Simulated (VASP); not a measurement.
Runs of VASP 6.6.1 on Ni. The structure is that of space group Fm-3m (No. 225), or close to it. The cells are those of the table. 

```csv
spin,cell,k mesh,gap on the mesh (eV),pressure (GPa),moment (μB)
"non-collinear, typed start, SOC","a = 2.449 Å, angles 60.0°, 1 atom",16 × 16 × 16,-,-0.4,0.58
"collinear, ferromagnetic start","a = 2.513 Å, angles 60.0°, 1 atom",26 × 26 × 26,none,-14.6,0.64
"collinear, ferromagnetic start","a = 2.544 Å, angles 60.0°, 1 atom",26 × 26 × 26,none,-19.5,(a)
"collinear, ferromagnetic start","a = 2.482 Å, angles 60.0°, 1 atom",26 × 26 × 26,none,-8.3,(b)
```

Alike in all rows: task single point; level PBEsol; potentials or basis VASP PAW PBE potentials, release 64 (Ni); cutoff (eV) 520; smearing fermi-dirac 0.05 eV.

Question: Estimate the missing entries.

Answer: (a) 0.65; (b) 0.62.

Caveats: the PAW data sets were made with another functional, which shifts forces and pressure a little; the cell stands under tension (at least some runs).

A gap of «none» marks levels without a gap at the run's occupations.
